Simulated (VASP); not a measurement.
Sn: single point with PBEsol

Crystal: Sn.

```xyz
2
Lattice="0.0000 3.1690 3.1690 3.1690 0.0000 3.1690 3.1690 3.1690 0.0000" Properties=species:S:1:pos:R:3 pbc="T T T"
Sn    0.0000    0.0000    0.0000
Sn    1.5845    1.5845    1.5845
```

This isn't the form of Sn at room conditions, which is tetragonal (white tin).

```json
{
 "Program": "VASP 6.6.1",
 "Task": "single point",
 "Functional": "PBEsol",
 "Potentials or basis": "VASP PAW PBE potentials, release 64 (Sn_d)",
 "Cutoff": "520 eV",
 "k mesh": "12 × 12 × 12",
 "Occupations": "gaussian, width 0.1 eV",
 "Spin": "no spin polarisation"
}
```

| Property | Result |
| --- | --- |
| Pressure | 4.8 GPa |
| Band gap on the k mesh | zero (filled and empty bands overlap) |

Levels at points of the mesh, in eV from the Fermi level:
```tsv
k point	band 12	band 13	band 14	band 15	band 16	band 17
(0.00, 0.00, 0.00)	-0.24	0.04	0.04	0.04	2.10	2.10
(0.50, 0.00, 0.00)	-6.66	-1.28	-1.28	0.04	3.19	3.19
(0.50, 0.50, 0.00)	-7.84	-2.76	-2.76	0.62	0.62	8.12
```

Run time: 3.5 min on 1 thread of Intel Xeon 8259CL, on a shared host, peak memory 0.25 GiB.

Caveat: the cell stands under pressure; the PAW data sets were made with another functional, which shifts forces and pressure a little; spin-orbit coupling is left out, which moves the levels of the heavy elements.
